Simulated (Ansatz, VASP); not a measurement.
## One calculation of Pb, two programs

File INCAR:

```
  ALGO = Normal
  EDIFF = 1E-6
  ENCUT = 500
  GGA = PE
  GGA_COMPAT = F
  ISIF = 2
  ISMEAR = 0
  LASPH = T
  LCHARG = F
  LREAL = F
  LWAVE = F
  NBANDS = 13
  NELM = 120
  PREC = Accurate
  SIGMA = 0.05
```

Contents of KPOINTS:

```
k-points
0
Gamma
  16 16 16
```

The input POSCAR:

```
Pb
1.0
   -1.9982198699      1.9982198699      1.9982198699
    1.9982198699     -1.9982198699      1.9982198699
    1.9982198699      1.9982198699     -1.9982198699
Pb
1
Direct
    0.0000000000      0.0000000000      0.0000000000
```

Input for Ansatz:

```yaml
crystal:
  lattice:
    - [-1.9982198699, 1.9982198699, 1.9982198699]
    - [1.9982198699, -1.9982198699, 1.9982198699]
    - [1.9982198699, 1.9982198699, -1.9982198699]
  atoms:
    - { symbol: Pb, position: [0.0, 0.0, 0.0] }
basis:
  ecutwfc: 600
  ecutrho_ratio: 5
kpoints:
  mp_grid: { grid: [16, 16, 16] }
hamiltonian:
  xc: pbe
scf:
  occupations: { method: gaussian, width: 0.05 }
output:
  forces: true
  stress: true
  eigenvalues: true
```

Alike in both runs: task single point; functional PBE; k mesh 16 × 16 × 16; occupations gaussian, width 0.05 eV; no spin polarisation.

|  | VASP | Ansatz |
| --- | --- | --- |
| version | VASP 6.6.1 | Ansatz 0.2.0 |
| potentials or method | VASP PAW PBE potentials, release 64 (Pb_d), cutoff 500 eV | scalar-relativistic, plane waves, PAW |
| valence electrons in the cell | 14 | 14 |

|  | VASP | Ansatz | Ansatz less VASP |
| --- | --- | --- | --- |
| gap on the k mesh at the Fermi level (eV) | none | none | - |
| pressure (GPa) | 0.0 | 0.0 | +0.04 |

A gap of «none» marks a metal or a gap that the smearing closes. With one functional, cell and mesh, what is left measures potentials, basis and numerics.

Neither program's run includes spin-orbit coupling.
